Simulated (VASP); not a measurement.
# HgTe (I-4m2) in VASP: further runs

The runs below take HgTe through single point, with r2SCAN.

Everything below comes from runs of VASP 6.6.1. Logs are shortened: lines on timing, memory, paths and dates and some standing lists are left out, and cuts for length are marked.

## (1) The cell of the first run

It takes space group I-4m2 (No. 119, tetragonal). The conventional cell has a = 6.091 Å, b = 6.091 Å, c = 3.119 Å, α = 90.00°, β = 90.00°, γ = 90.00°. Within 4.1 Å of Hg (site symmetry -4m2) lie 2 Hg at 3.12 Å and 8 Te at 3.14 to 3.84 Å. Te (site symmetry -4m2) has 2 Te at 3.12 Å and 8 Hg at 3.14 to 3.84 Å within 4.1 Å.

## (2) Single point, r2SCAN

POSCAR reads:

```
HgTe
1.0
   -3.0456030000      3.0456030000      1.5594100000
    3.0456030000     -3.0456030000      1.5594100000
    3.0456030000      3.0456030000     -1.5594100000
Hg Te
1 1
Direct
    0.7500000000      0.2500000000      0.5000000000
    0.0000000000      0.0000000000      0.0000000000
```

INCAR.step1 reads:

```
SYSTEM = HgTe
PREC = Accurate
ENCUT = 550
ISMEAR = -1
SIGMA = 0.05
LREAL = .FALSE.
LASPH = .TRUE.
NELM = 120
NBANDS = 16
GGA = PE
ALGO = Normal
EDIFF = 1E-5
LWAVE = .TRUE.
LCHARG = .FALSE.
GGA_COMPAT = .FALSE.
```

INCAR.step2 reads:

```
SYSTEM = HgTe
PREC = Accurate
ENCUT = 550
EDIFF = 1E-6
ISMEAR = -1
SIGMA = 0.05
LREAL = .FALSE.
LASPH = .TRUE.
NELM = 120
ALGO = Normal
ISIF = 2
LWAVE = .FALSE.
LCHARG = .FALSE.
METAGGA = R2SCAN
LMIXTAU = .TRUE.
NBANDS = 16
ISTART = 1
GGA_COMPAT = .FALSE.
```

KPOINTS reads:

```
regular mesh
0
G
  4 4 4
  0 0 0
```

Potentials or basis: VASP PAW PBE potentials, release 64 (Hg, Te).

Launch:

```
> cat potpaw_PBE.64/Hg/POTCAR potpaw_PBE.64/Te/POTCAR > POTCAR
> cp INCAR.step1 INCAR
> mpirun -np 1 vasp_std > vasp.out
> cp INCAR.step2 INCAR
> mpirun -np 1 vasp_std > vasp.out
```

OUTCAR:

```text
SYSTEM = HgTe
   PREC = Accurate
   ENCUT = 550
   EDIFF = 1E-6
   ISMEAR = -1
   LREAL = .FALSE.
   LASPH = .TRUE.
   NELM = 120
   ISIF = 2
   METAGGA = R2SCAN
   ISTART = 1

 ion  position               nearest neighbor table
   1  0.750  0.250  0.500-   2 3.14   2 3.14   2 3.14   2 3.14
   2  0.000  0.000  0.000-   1 3.14   1 3.14   1 3.14   1 3.14

  LATTYP: Found a body centered tetragonal cell.
 ALAT       =     6.0912060000
 C/A-ratio  =     0.5120201156

  Lattice vectors:

 A1 = (  -3.0456030000,   3.0456030000,   1.5594100000)
 A2 = (   3.0456030000,  -3.0456030000,   1.5594100000)
 A3 = (   3.0456030000,   3.0456030000,  -1.5594100000)

Analysis of symmetry for initial positions (statically):
=====================================================================
 Subroutine PRICEL returns:
 Original cell was already a primitive cell.

 Routine SETGRP: Setting up the symmetry group for a
 body centered tetragonal supercell.

 Subroutine GETGRP returns: Found  8 space group operations
 (whereof  8 operations were pure point group operations)
 out of a pool of 16 trial point group operations.

The static configuration has the point symmetry D_2d.

Analysis of symmetry for dynamics (positions and initial velocities):
=====================================================================
 Subroutine PRICEL returns:
 Original cell was already a primitive cell.

 Routine SETGRP: Setting up the symmetry group for a
 body centered tetragonal supercell.

 Subroutine GETGRP returns: Found  8 space group operations
 (whereof  8 operations were pure point group operations)
 out of a pool of 16 trial point group operations.

The dynamic configuration has the point symmetry D_2d.

 Subroutine INISYM returns: Found  8 space group operations
 (whereof  8 operations are pure point group operations),
 and found     1 'primitive' translations

----------------------------------------------------------------------------------------

                                     Primitive cell

  volume of cell :      57.8585

  direct lattice vectors                    reciprocal lattice vectors
    -3.045603000  3.045603000  1.559410000     0.000000000  0.164171102  0.320634086
     3.045603000 -3.045603000  1.559410000     0.164171102  0.000000000  0.320634086
     3.045603000  3.045603000 -1.559410000     0.164171102  0.164171102  0.000000000

  length of vectors
     4.580737366  4.580737366  4.580737366     0.360219888  0.360219888  0.232172999

  position of ions in fractional coordinates (direct lattice)
     0.750000000  0.250000000  0.500000000
     0.000000000  0.000000000  0.000000000

  ion indices of the primitive-cell ions
   primitive index   ion index
                 1           1
                 2           2

----------------------------------------------------------------------------------------

 KPOINTS: regular mesh

Automatic generation of k-mesh.
 Grid dimensions read from file:
 generate k-points for:    4    4    4

 Generating k-lattice:

  Cartesian coordinates                     Fractional coordinates (reciprocal lattice)
     0.000000000  0.041042775  0.080158521     0.250000000  0.000000000  0.000000000
     0.041042775  0.000000000  0.080158521     0.000000000  0.250000000  0.000000000
     0.041042775  0.041042775  0.000000000     0.000000000  0.000000000  0.250000000

  Length of vectors
     0.090054972  0.090054972  0.058043250

  Shift w.r.t. Gamma in fractional coordinates (k-lattice)
     0.000000000  0.000000000  0.000000000

 Subroutine IBZKPT returns following result:
 ===========================================

 Found     13 irreducible k-points:

 Following reciprocal coordinates:
            Coordinates               Weight
  0.000000  0.000000  0.000000      1.000000
  0.250000  0.000000  0.000000      8.000000
  0.500000  0.000000  0.000000      4.000000
  0.250000  0.250000  0.000000      8.000000
  0.500000  0.250000  0.000000     16.000000
 -0.250000  0.250000  0.000000      4.000000
  0.500000  0.500000  0.000000      2.000000
  0.250000  0.250000  0.250000      2.000000
 -0.250000  0.250000  0.250000      4.000000
  0.500000  0.500000  0.250000      4.000000
 -0.250000  0.500000  0.250000      8.000000
 -0.250000 -0.250000  0.250000      2.000000
  0.500000  0.500000  0.500000      1.000000
   k-points           NKPTS =     13   k-points in BZ     NKDIM =     13   number of bands    NBANDS=     16
   number of dos      NEDOS =    301   number of ions     NIONS =      2
   total plane-waves  NPLWV =  46656
   dimension x,y,z NGX =    36 NGY =   36 NGZ =   36
   dimension x,y,z NGXF=    72 NGYF=   72 NGZF=   72
   ions per type =               1   1
   NGX,Y,Z   is equivalent  to a cutoff of  13.07, 13.07, 13.07 a.u.
   NGXF,Y,Z  is equivalent  to a cutoff of  26.13, 26.13, 26.13 a.u.
 SYSTEM =  HgTe
   PREC   = accura    normal or accurate (medium, high low for compatibility)
   ISTART =      1    job   : 0-new  1-cont  2-samecut
   ICHARG =      0    charge: 1-file 2-atom 10-const
   ISPIN  =      1    spin polarized calculation?
   LNONCOLLINEAR =      F non collinear calculations
   LSORBIT =      F    spin-orbit coupling
   LASPH  =      T    aspherical Exc in radial PAW
   ENCUT  =  550.0 eV  40.42 Ry    6.36 a.u.   8.76  8.76  8.76*2*pi/ulx,y,z
   NELM   =    120;   NELMIN=  2; NELMDL=  0     # of ELM steps
   EDIFF  = 0.1E-05   stopping-criterion for ELM
   LREAL  =      F    real-space projection
   EDIFFG = 0.1E-04   stopping-criterion for IOM
   NSW    =      0    number of steps for IOM
   IBRION =     -1    ionic relax: 0-MD 1-quasi-New 2-CG
   NFREE  =      0    steps in history (QN), initial steepest desc. (CG)
   ISIF   =      2    stress and relaxation
   ISYM   =      2    0-nonsym 1-usesym 2-fastsym
   POTIM  = 0.5000    time-step for ionic-motion
   TEBEG  =    0.0;   TEEND  =   0.0 temperature during run
   PSTRESS=    0.0 pullay stress
   NELECT =      18.0000    total number of electrons
   NUPDOWN=      -1.0000    fix difference up-down
   EMIN   =  10.00;   EMAX   =-10.00  energy-range for DOS
   EFERMI =   0.00;   METHOD = LEGACY
   ISMEAR =    -1;   SIGMA  =   0.05  broadening in eV -4-tet -1-fermi 0-gaus
   EFERMI_NEDOS =   21; number of points for ismear=-14 and -15
   IALGO  =     38    algorithm
   IMIX   =      4    mixing-type and parameters
     AMIX     =   0.40;   BMIX     =  1.00
     AMIX_MAG =   1.60;   BMIX_MAG =  1.00
  volume/ion in A,a.u.               =      28.93       195.22
  Fermi-wavevector in a.u.,A,eV,Ry     =   1.109286  2.096246 16.742166  1.230515
  Thomas-Fermi vector in A             =   2.245823
   LORBIT       =      0    0 simple, 1 ext, 2 COOP (PROOUT), +10 PAW based schemes
   METAGGA = R2SCAN    functional components
   LHFCALC =     F    Hartree Fock is set to
   AEXX    =    0.0000 exact exchange contribution
   IVDW    =     0    specifies the selected vdW correction
   LEPSILON=     F    determine dielectric tensor
   LRPA    =     F    only Hartree local field effects (RPA)
 non-spin polarized calculation
  energy-cutoff  :      550.00
  volume of cell :       57.86
 maximum number of plane-waves:      1710
   NGX = 17   NGY = 17   NGZ = 17

 number of electron      18.0000002 magnetization

 Free energy of the ion-electron system (eV)
  ---------------------------------------------------
  ext. energy  EPLUGINS =         0.00000000
  ---------------------------------------------------
  free energy    TOTEN  =       -74.72266686 eV

  energy without entropy =      -74.71676439  energy(sigma->0) =      -74.71971562

 E-fermi :   3.9473     XC(G=0): -10.3486

 val. band max:        3.4375535506   @ k =  -0.2500   0.5000   0.2500
 cond. band min:       3.9544372908   @ k =  -0.2500  -0.2500   0.2500
 fundamental gap:      0.5168837403
 Fermi energy:         3.9472870053

 k-point     1 :       0.0000    0.0000    0.0000
  band No.  band energies     occupation
      1      -8.5254      2.00000
      2      -3.6592      2.00000
      3      -2.9060      2.00000
      4      -2.8420      2.00000
      5      -2.4448      2.00000
      6      -2.4448      2.00000
[... 8 lines left out ...]
     15      14.7644      0.00000
     16      16.1830      0.00000

 k-point     2 :       0.2500    0.0000    0.0000
  band No.  band energies     occupation
      1      -7.5274      2.00000
      2      -2.9375      2.00000
      3      -2.8914      2.00000
      4      -2.8352      2.00000
      5      -2.7785      2.00000
      6      -2.7453      2.00000
[... 8 lines left out ...]
     15      13.4574      0.00000
     16      14.4584      0.00000

 k-point     3 :       0.5000    0.0000    0.0000
  band No.  band energies     occupation
      1      -5.9366      2.00000
      2      -3.2199      2.00000
      3      -3.0663      2.00000
      4      -2.7767      2.00000
      5      -2.6410      2.00000
      6      -2.3432      2.00000
[... 8 lines left out ...]
     15      14.7791      0.00000
     16      15.1083      0.00000

 k-point     4 :       0.2500    0.2500    0.0000
  band No.  band energies     occupation
      1      -5.9350      2.00000
      2      -3.2515      2.00000
      3      -3.1098      2.00000
      4      -2.7655      2.00000
      5      -2.6500      2.00000
      6      -2.2242      2.00000
[... 8 lines left out ...]
     15      14.1704      0.00000
     16      14.9056      0.00000
[... 115 lines left out ...]
 k-point    11 :      -0.2500    0.5000    0.2500
  band No.  band energies     occupation
      1      -7.1150      2.00000
      2      -2.9868      2.00000
      3      -2.8978      2.00000
      4      -2.8602      2.00000
      5      -2.6311      2.00000
      6      -2.4681      2.00000
[... 8 lines left out ...]
     15      15.6469      0.00000
     16      16.4897      0.00000

 k-point    12 :      -0.2500   -0.2500    0.2500
  band No.  band energies     occupation
      1      -6.0119      2.00000
      2      -3.2056      2.00000
      3      -3.2056      2.00000
      4      -2.8728      2.00000
      5      -2.6516      2.00000
      6      -2.0104      2.00000
[... 8 lines left out ...]
     15      16.8166      0.00000
     16      16.8166      0.00000

 k-point    13 :       0.5000    0.5000    0.5000
  band No.  band energies     occupation
      1      -7.8852      2.00000
      2      -3.6943      2.00000
      3      -2.6316      2.00000
      4      -2.4148      2.00000
      5      -2.4148      2.00000
      6      -2.2966      2.00000
[... 8 lines left out ...]
     15      18.5420      0.00000
     16      18.5675      0.00000

------------------------ aborting loop because EDIFF is reached ----------------------------------------

  FORCE on cell =-STRESS in cart. coord.  units (eV):
  Direction    XX          YY          ZZ          XY          YZ          ZX
  --------------------------------------------------------------------------------------
  -------------------------------------------------------------------------------------
  Total       -2.0267376     -2.0267376      2.7204916      0.0000000      0.0000000      0.0000000
  in kB      -56.1230438    -56.1230438     75.3340099      0.0000000      0.0000000      0.0000000
  external PRESSURE =     -12.3040259 kB  Pullay stress =       0.0000000 kB

 VOLUME and BASIS-vectors are now :
 -----------------------------------------------------------------------------
  energy-cutoff  :      550.00
  volume of cell :       57.86
      direct lattice vectors                 reciprocal lattice vectors
    -3.045603000  3.045603000  1.559410000     0.000000000  0.164171102  0.320634086
     3.045603000 -3.045603000  1.559410000     0.164171102  0.000000000  0.320634086
     3.045603000  3.045603000 -1.559410000     0.164171102  0.164171102  0.000000000

 POSITION                                       TOTAL-FORCE (eV/Angst)
 -----------------------------------------------------------------------------------
      0.00000      3.04560      0.77970         0.000000     -0.000000      0.000000
      0.00000      0.00000      0.00000        -0.000000      0.000000     -0.000000
 -----------------------------------------------------------------------------------
    total drift:                               -0.000000      0.000000     -0.000000

  FREE ENERGIE OF THE ION-ELECTRON SYSTEM (eV)
  ---------------------------------------------------
  free  energy   TOTEN  =       -74.7226668594 eV

  energy  without entropy=      -74.7167643889  energy(sigma->0) =      -74.71971562
```

Run time: 99 s. Hardware: 1 thread of Intel Xeon 8259CL, shared host; peak memory 0.22 GiB.

Results:

```yaml
Free_energy: -74.7227 eV
Pressure: -1.2 GPa
Band_gap_on_the_k_mesh: zero (bands 9 and 10 overlap by 2.42 eV)
```

Caveat: the k points lie up to 0.57 Å⁻¹ apart, too coarse for converged energies and pressures of a metal; the PAW data sets were made with another functional, which shifts forces and pressure a little; spin-orbit coupling is left out, which moves the levels of the heavy elements.

## (3) Single point, r2SCAN

POSCAR is that of step 2.

INCAR.step1 reads:

```
ALGO = Normal
EDIFF = 1E-5
ENCUT = 550
GGA = PE
GGA_COMPAT = F
ISMEAR = -1
LASPH = T
LCHARG = F
LREAL = F
LWAVE = T
NBANDS = 16
NELM = 120
PREC = Accurate
SIGMA = 0.05
```

INCAR.step2 reads:

```
ALGO = Normal
EDIFF = 1E-6
ENCUT = 550
GGA_COMPAT = F
ISIF = 2
ISMEAR = -1
ISTART = 1
LASPH = T
LCHARG = F
LMIXTAU = T
LREAL = F
LWAVE = F
METAGGA = R2SCAN
NBANDS = 16
NELM = 120
PREC = Accurate
SIGMA = 0.05
```

KPOINTS reads:

```
k-points
0
Gamma
  4 4 4
```

Potentials or basis: VASP PAW PBE potentials, release 64 (Hg, Te).

Launch:

```
> cat potpaw_PBE.64/Hg/POTCAR potpaw_PBE.64/Te/POTCAR > POTCAR
> cp INCAR.step1 INCAR
> mpirun -np 1 vasp_std > vasp.out
> cp INCAR.step2 INCAR
> mpirun -np 1 vasp_std > vasp.out
```

It took 94 s on 1 thread of Intel Xeon 8259CL, shared host; peak memory 0.22 GiB.

The run converged. Its results:

```yaml
Free_energy: -74.7227 eV
Pressure: -1.2 GPa
Band_gap_on_the_k_mesh: zero (bands 9 and 10 overlap by 2.42 eV)
```

Stress tensor (GPa, compression positive):
```
-5.61  0.00  0.00
 0.00 -5.61  0.00
 0.00  0.00  7.53
```

Levels at points of the mesh, in eV from the Fermi level:
```tsv
k point	band 7	band 8	band 9	band 10	band 11	band 12
(0.00, 0.00, 0.00)	-3.11	-2.18	-2.18	4.23	5.30	7.65
(0.50, 0.00, 0.00)	-4.32	-1.72	-0.82	0.30	3.75	4.51
(0.50, 0.50, 0.00)	-6.10	-0.62	1.91	2.67	3.46	4.13
(0.50, 0.50, 0.50)	-4.21	-4.10	-4.10	3.87	8.18	8.95
```

Caveat: the k points lie up to 0.57 Å⁻¹ apart, too coarse for converged energies and pressures of a metal; the PAW data sets were made with another functional, which shifts forces and pressure a little; spin-orbit coupling is left out, which moves the levels of the heavy elements.

The gap in the log of VASP goes by the Fermi energy; the results here count the filled bands.